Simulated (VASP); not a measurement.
# MoH3 (P6/mmm) in VASP: notebook

Runs on MoH3. Level: PBE. Tasks: single point.

All numbers are computed with VASP 6.6.1; they aren't measurements. Logs are shortened: lines on timing, memory, paths and dates and some standing lists are left out, and cuts for length are marked.

**1. The cell of the first run**

Symmetry: P6/mmm, No. 191, hexagonal system. Conventional cell: a = 3.226 Å, b = 3.226 Å, c = 2.683 Å, α = 90.00°, β = 90.00°, γ = 120.00°. Within 2.1 Å of H (site symmetry mmm) lie 4 H at 1.61 Å and 4 Mo at 2.10 Å. Mo (site symmetry 6/mmm) has 12 H at 2.10 Å and 2 Mo at 2.68 Å within 2.8 Å.

**2. Single point, PBE**

Input file INCAR:

```
PREC     = Accurate       # precision mode
ENCUT    = 500            # plane-wave cutoff, eV
EDIFF    = 1E-6           # SCF threshold, eV
ISMEAR   = 0              # smearing method
SIGMA    = 0.15           # smearing width, eV
LREAL    = False          # projectors in reciprocal space
LASPH    = True           # aspherical terms in the spheres
NELM     = 120            # most SCF steps
ALGO     = Normal         # electronic algorithm
ISIF     = 2              # what is computed and relaxed
LWAVE    = False          # write WAVECAR
LCHARG   = False          # write CHGCAR
GGA      = PE             # functional
NBANDS   = 16             # bands
GGA_COMPAT= False
```

Input file KPOINTS:

```
regular mesh
0
Gamma
  5 5 3
```

Input file POSCAR:

```
MoH3
1.0
    3.2261095952      0.0000000000      0.0000000000
   -1.6130547976      2.7938928648      0.0000000000
    0.0000000000      0.0000000000      2.6830407258
H Mo
3 1
Direct
    0.5000000000      0.0000000000      0.5000000000
    0.0000000000      0.5000000000      0.5000000000
    0.5000000000      0.5000000000      0.5000000000
    0.0000000000      0.0000000000      0.0000000000
```

Potentials or basis: VASP PAW PBE potentials, release 64 (H, Mo_sv).

Launch:

```sh
> cat potpaw_PBE.64/H/POTCAR potpaw_PBE.64/Mo_sv/POTCAR > POTCAR
> mpirun -np 1 vasp_std > vasp.out
```

OUTCAR:

```text
PREC = Accurate
   ENCUT = 500
   EDIFF = 1E-6
   ISMEAR = 0
   LREAL = False
   LASPH = True
   NELM = 120
   ISIF = 2
   GGA = PE

 ion  position               nearest neighbor table
   1  0.500  0.000  0.500-   4 2.10   4 2.10   4 2.10   4 2.10
   2  0.000  0.500  0.500-   4 2.10   4 2.10   4 2.10   4 2.10
   3  0.500  0.500  0.500-   4 2.10   4 2.10   4 2.10   4 2.10
   4  0.000  0.000  0.000-   2 2.10   3 2.10   2 2.10   3 2.10   2 2.10   2 2.10   3 2.10   3 2.10
                             1 2.10   1 2.10   1 2.10   1 2.10

  LATTYP: Found a hexagonal cell.
 ALAT       =     3.2261095952
 C/A-ratio  =     0.8316644697

  Lattice vectors:

 A1 = (   3.2261095952,   0.0000000000,   0.0000000000)
 A2 = (  -1.6130547976,   2.7938928648,   0.0000000000)
 A3 = (   0.0000000000,   0.0000000000,   2.6830407258)

Analysis of symmetry for initial positions (statically):
=====================================================================
 Subroutine PRICEL returns:
 Original cell was already a primitive cell.

 Routine SETGRP: Setting up the symmetry group for a
 hexagonal supercell.

 Subroutine GETGRP returns: Found 24 space group operations
 (whereof 24 operations were pure point group operations)
 out of a pool of 24 trial point group operations.

The static configuration has the point symmetry D_6h.

Analysis of symmetry for dynamics (positions and initial velocities):
=====================================================================
 Subroutine PRICEL returns:
 Original cell was already a primitive cell.

 Routine SETGRP: Setting up the symmetry group for a
 hexagonal supercell.

 Subroutine GETGRP returns: Found 24 space group operations
 (whereof 24 operations were pure point group operations)
 out of a pool of 24 trial point group operations.

The dynamic configuration has the point symmetry D_6h.

 Subroutine INISYM returns: Found 24 space group operations
 (whereof 24 operations are pure point group operations),
 and found     1 'primitive' translations

----------------------------------------------------------------------------------------

                                     Primitive cell

  volume of cell :      24.1833

  direct lattice vectors                    reciprocal lattice vectors
     3.226109595  0.000000000  0.000000000     0.309970871  0.178961766  0.000000000
    -1.613054798  2.793892865  0.000000000     0.000000000  0.357923531  0.000000000
     0.000000000  0.000000000  2.683040726     0.000000000  0.000000000  0.372711450

  length of vectors
     3.226109595  3.226109595  2.683040726     0.357923531  0.357923531  0.372711450

  position of ions in fractional coordinates (direct lattice)
     0.500000000  0.000000000  0.500000000
     1.000000000  0.500000000  0.500000000
     0.500000000  0.500000000  0.500000000
     0.000000000  0.000000000  0.000000000

  ion indices of the primitive-cell ions
   primitive index   ion index
                 1           1
                 2           2
                 3           3
                 4           4

----------------------------------------------------------------------------------------

 KPOINTS: regular mesh

Automatic generation of k-mesh.
 Grid dimensions read from file:
 generate k-points for:    5    5    3

 Generating k-lattice:

  Cartesian coordinates                     Fractional coordinates (reciprocal lattice)
     0.061994174  0.035792353  0.000000000     0.200000000  0.000000000  0.000000000
     0.000000000  0.071584706  0.000000000     0.000000000  0.200000000  0.000000000
     0.000000000  0.000000000  0.124237150     0.000000000  0.000000000  0.333333333

  Length of vectors
     0.071584706  0.071584706  0.124237150

  Shift w.r.t. Gamma in fractional coordinates (k-lattice)
     0.000000000  0.000000000  0.000000000

 Subroutine IBZKPT returns following result:
 ===========================================

 Found     10 irreducible k-points:

 Following reciprocal coordinates:
            Coordinates               Weight
  0.000000  0.000000  0.000000      1.000000
  0.200000  0.000000  0.000000      6.000000
  0.400000 -0.000000  0.000000      6.000000
  0.200000  0.200000  0.000000      6.000000
  0.400000  0.200000  0.000000      6.000000
  0.000000  0.000000  0.333333      2.000000
  0.200000  0.000000  0.333333     12.000000
  0.400000 -0.000000  0.333333     12.000000
  0.200000  0.200000  0.333333     12.000000
  0.400000  0.200000  0.333333     12.000000
   k-points           NKPTS =     10   k-points in BZ     NKDIM =     10   number of bands    NBANDS=     16
   number of dos      NEDOS =    301   number of ions     NIONS =      4
   total plane-waves  NPLWV =  11520
   dimension x,y,z NGX =    24 NGY =   24 NGZ =   20
   dimension x,y,z NGXF=    48 NGYF=   48 NGZF=   40
   ions per type =               3   1
   NGX,Y,Z   is equivalent  to a cutoff of  12.37, 12.37, 12.39 a.u.
   NGXF,Y,Z  is equivalent  to a cutoff of  24.74, 24.74, 24.78 a.u.
 SYSTEM =  unknown system
   PREC   = accura    normal or accurate (medium, high low for compatibility)
   ISTART =      0    job   : 0-new  1-cont  2-samecut
   ICHARG =      2    charge: 1-file 2-atom 10-const
   ISPIN  =      1    spin polarized calculation?
   LNONCOLLINEAR =      F non collinear calculations
   LSORBIT =      F    spin-orbit coupling
   LASPH  =      T    aspherical Exc in radial PAW
   ENCUT  =  500.0 eV  36.75 Ry    6.06 a.u.   5.88  5.88  4.89*2*pi/ulx,y,z
   NELM   =    120;   NELMIN=  2; NELMDL= -5     # of ELM steps
   EDIFF  = 0.1E-05   stopping-criterion for ELM
   LREAL  =      F    real-space projection
   EDIFFG = 0.1E-04   stopping-criterion for IOM
   NSW    =      0    number of steps for IOM
   IBRION =     -1    ionic relax: 0-MD 1-quasi-New 2-CG
   NFREE  =      0    steps in history (QN), initial steepest desc. (CG)
   ISIF   =      2    stress and relaxation
   ISYM   =      2    0-nonsym 1-usesym 2-fastsym
   POTIM  = 0.5000    time-step for ionic-motion
   TEBEG  =    0.0;   TEEND  =   0.0 temperature during run
   PSTRESS=    0.0 pullay stress
   NELECT =      17.0000    total number of electrons
   NUPDOWN=      -1.0000    fix difference up-down
   EMIN   =  10.00;   EMAX   =-10.00  energy-range for DOS
   EFERMI =   0.00;   METHOD = LEGACY
   ISMEAR =     0;   SIGMA  =   0.15  broadening in eV -4-tet -1-fermi 0-gaus
   EFERMI_NEDOS =   21; number of points for ismear=-14 and -15
   IALGO  =     38    algorithm
   IMIX   =      4    mixing-type and parameters
     AMIX     =   0.40;   BMIX     =  1.00
     AMIX_MAG =   1.60;   BMIX_MAG =  1.00
  volume/ion in A,a.u.               =       6.05        40.80
  Fermi-wavevector in a.u.,A,eV,Ry     =   1.455635  2.750751 28.829013  2.118873
  Thomas-Fermi vector in A             =   2.572646
   LORBIT       =      0    0 simple, 1 ext, 2 COOP (PROOUT), +10 PAW based schemes
   GGA     = PE    functional components
   LHFCALC =     F    Hartree Fock is set to
   AEXX    =    0.0000 exact exchange contribution
   IVDW    =     0    specifies the selected vdW correction
   LEPSILON=     F    determine dielectric tensor
   LRPA    =     F    only Hartree local field effects (RPA)
 non-spin polarized calculation
 Gauss-broadening in eV      SIGMA  =   0.15
  energy-cutoff  :      500.00
  volume of cell :       24.18
 maximum number of plane-waves:       622
 NGX is ok and might be reduce to    24
   NGX = 11   NGY = 11   NGZ =  9

 number of electron      16.9999997 magnetization

 Free energy of the ion-electron system (eV)
  ---------------------------------------------------
  ext. energy  EPLUGINS =         0.00000000
  ---------------------------------------------------
  free energy    TOTEN  =       -18.80005578 eV

  energy without entropy =      -18.78222734  energy(sigma->0) =      -18.79114156

 E-fermi :   9.1095     XC(G=0): -12.5256

 val. band max:        8.9424042645   @ k =   0.2000   0.0000   0.3333
 cond. band min:       9.1573637673   @ k =   0.4000   0.2000   0.3333
 fundamental gap:      0.2149595028
 Fermi energy:         9.1095109661

 k-point     1 :       0.0000    0.0000    0.0000
  band No.  band energies     occupation
      1     -51.9837      2.00000
      2     -25.9154      2.00000
      3     -25.9154      2.00000
      4     -25.5077      2.00000
      5      -3.1170      2.00000
      6       5.5900      2.00000
[... 8 lines left out ...]
     15      20.3034      0.00000
     16      20.7730      0.00000

 k-point     2 :       0.2000    0.0000    0.0000
  band No.  band energies     occupation
      1     -51.9726      2.00000
      2     -26.0333      2.00000
      3     -25.9436      2.00000
      4     -25.4974      2.00000
      5      -2.2622      2.00000
      6       4.7051      2.00000
[... 8 lines left out ...]
     15      22.4353      0.00000
     16      23.3075      0.00000

 k-point     3 :       0.4000   -0.0000    0.0000
  band No.  band energies     occupation
      1     -51.9547      2.00000
      2     -26.2194      2.00000
      3     -25.9889      2.00000
      4     -25.4809      2.00000
      5      -0.0678      2.00000
      6       2.5165      2.00000
[... 8 lines left out ...]
     15      25.3018      0.00000
     16      25.9791      0.00000

 k-point     4 :       0.2000    0.2000    0.0000
  band No.  band energies     occupation
      1     -51.9581      2.00000
      2     -26.1542      2.00000
      3     -26.0112      2.00000
      4     -25.4840      2.00000
      5      -0.7232      2.00000
      6       3.4206      2.00000
[... 8 lines left out ...]
     15      24.0326      0.00000
     16      25.0500      0.00000
[... 58 lines left out ...]
 k-point     8 :       0.4000   -0.0000    0.3333
  band No.  band energies     occupation
      1     -51.8504      2.00000
      2     -26.3393      2.00000
      3     -26.0854      2.00000
      4     -25.8858      2.00000
      5       0.0384      2.00000
      6       3.8489      2.00000
[... 8 lines left out ...]
     15      23.4853      0.00000
     16      24.4864      0.00000

 k-point     9 :       0.2000    0.2000    0.3333
  band No.  band energies     occupation
      1     -51.8535      2.00000
      2     -26.3472      2.00000
      3     -26.0283      2.00000
      4     -25.9051      2.00000
      5      -0.0633      2.00000
      6       3.9892      2.00000
[... 8 lines left out ...]
     15      22.1368      0.00000
     16      25.4981      0.00000

 k-point    10 :       0.4000    0.2000    0.3333
  band No.  band energies     occupation
      1     -51.8453      2.00000
      2     -26.3267      2.00000
      3     -26.0788      2.00000
      4     -25.9559      2.00000
      5       0.6526      2.00000
      6       2.4791      2.00000
[... 8 lines left out ...]
     15      21.8579      0.00000
     16      23.9197      0.00000

------------------------ aborting loop because EDIFF is reached ----------------------------------------

  FORCE on cell =-STRESS in cart. coord.  units (eV):
  Direction    XX          YY          ZZ          XY          YZ          ZX
  --------------------------------------------------------------------------------------
  -------------------------------------------------------------------------------------
  Total       -0.0308638     -0.0308638      0.0401130     -0.0000000      0.0000000      0.0000000
  in kB       -2.0447666     -2.0447666      2.6575417     -0.0000000      0.0000000      0.0000000
  external PRESSURE =      -0.4773305 kB  Pullay stress =       0.0000000 kB

 VOLUME and BASIS-vectors are now :
 -----------------------------------------------------------------------------
  energy-cutoff  :      500.00
  volume of cell :       24.18
      direct lattice vectors                 reciprocal lattice vectors
     3.226109595  0.000000000  0.000000000     0.309970871  0.178961766  0.000000000
    -1.613054798  2.793892865  0.000000000     0.000000000  0.357923531  0.000000000
     0.000000000  0.000000000  2.683040726     0.000000000  0.000000000  0.372711450

 POSITION                                       TOTAL-FORCE (eV/Angst)
 -----------------------------------------------------------------------------------
      1.61305      0.00000      1.34152        -0.000000      0.000000      0.000000
     -0.80653      1.39695      1.34152         0.000000      0.000000      0.000000
      0.80653      1.39695      1.34152        -0.000000      0.000000      0.000000
      0.00000      0.00000      0.00000         0.000000      0.000000      0.000000
 -----------------------------------------------------------------------------------
    total drift:                                0.000000      0.000000      0.000000

  FREE ENERGIE OF THE ION-ELECTRON SYSTEM (eV)
  ---------------------------------------------------
  free  energy   TOTEN  =       -18.8000557839 eV

  energy  without entropy=      -18.7822273376  energy(sigma->0) =      -18.79114156
```

Wall time 5 s (1 thread of Intel Xeon Platinum 8488C (Sapphire Rapids), shared host); peak memory 0.13 GiB.

Results:

```yaml
Free_energy: -18.8001 eV
Pressure: 0.0 GPa
```

Stress tensor (GPa, compression positive):
```
-0.20  0.00  0.00
 0.00 -0.20  0.00
 0.00  0.00  0.27
```

Caveat: the k points lie up to 0.78 Å⁻¹ apart.

**3. Single point, PBE**

This run uses another cell than the first one, of 5.91 Å³/atom, 0.978 times its volume.

Input file INCAR:

```
  ALGO = Normal
  EDIFF = 1E-6
  ENCUT = 500
  GGA = PE
  GGA_COMPAT = False
  ISIF = 2
  ISMEAR = 0
  LASPH = True
  LCHARG = False
  LREAL = False
  LWAVE = False
  NBANDS = 16
  NELM = 120
  PREC = Accurate
  SIGMA = 0.15
```

Input file KPOINTS:

```
k-points
0
Gamma
  4 4 4
```

Input file POSCAR:

```
MoH3
1.0
    3.1607493265     -0.0000000025      0.0000000000
   -1.5803746611      2.7372892130      0.0000000000
    0.0000000000      0.0000000000      2.7324903965
H Mo
3 1
Direct
    0.5000000000      0.0000000000      0.0000000000
    0.0000000000      0.5000000000      0.0000000000
    0.5000000000      0.5000000000      0.0000000000
    0.0000000000      0.0000000000      0.5000000000
```

Potentials or basis: VASP PAW PBE potentials, release 64 (H, Mo_sv).

Launch:

```sh
> cat potpaw_PBE.64/H/POTCAR potpaw_PBE.64/Mo_sv/POTCAR > POTCAR
> mpirun -np 1 vasp_std > vasp.out
```

Wall time 5.6 s (1 thread of Intel Xeon Platinum 8488C (Sapphire Rapids), shared host); peak memory 0.13 GiB.

It converged, with:

| Item | Value |
| --- | --- |
| Free energy | -18.9691 eV |
| Pressure | -0.1 GPa |

Stress tensor (GPa, compression positive):
```
-0.11  0.00  0.00
 0.00 -0.11  0.00
 0.00  0.00  0.05
```

Levels at points of the mesh, in eV from the Fermi level:
```
           k point  band 5  band 6  band 7  band 8  band 9  band 10  band 11  band 12
(0.00, 0.00, 0.00)  -12.26   -3.24   -2.82   -2.82    2.44     2.44     8.30     8.42
(0.50, 0.00, 0.00)   -7.77   -7.66   -3.13    0.60    1.16     2.04     2.07     3.53
(0.00, 0.00, 0.50)   -9.17   -3.67   -0.98   -0.98   -0.32    -0.32     3.31     3.31
(0.50, 0.00, 0.50)   -9.30   -3.79   -3.33   -2.48    2.51     3.37     3.93     6.49
```

Caveat: the k points lie up to 0.57 Å⁻¹ apart.
